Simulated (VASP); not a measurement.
AlCo: single point with PBE

AlCo:

```
Co Al
1.0
     2.81940    0.00000    0.00000
     0.00000    2.81940    0.00000
     0.00000    0.00000    2.81940
Co Al
1 1
Direct
  0.50000 0.50000 0.50000
  0.00000 0.00000 0.00000
```

| Quantity | Value |
| --- | --- |
| Program | VASP 6.6.1 |
| Task | single point |
| Functional | PBE |
| Potentials or basis | VASP PAW PBE potentials, release 64 (Co, Al) |
| Cutoff | 520 eV |
| k mesh | 9 × 9 × 9 |
| Occupations | fermi-dirac, width 0.05 eV |
| Spin | no spin polarisation |
| Dipole correction | no |
| Further INCAR settings | ALGO = Normal; EDIFF = 1e-06; NBANDS = 13 |

The pressure is 6.6 GPa. The band gap on the k mesh is zero (band 6 reaches 12.27 eV, above the bottom of band 7 at 10.88 eV).

Levels at points of the mesh, in eV from the Fermi level:
```
           k point  band 3  band 4  band 5  band 6  band 7  band 8  band 9  band 10
(0.00, 0.00, 0.00)   -3.10   -0.88   -0.88   -0.88    6.13    6.13    6.13     8.87
```

It took 5.8 s on 1 thread of Intel Xeon 6975P-C, with other jobs on the host, peak memory 0.14 GiB.

Spin polarisation is off, so any magnetic state and its effect on volume and gap are missing.
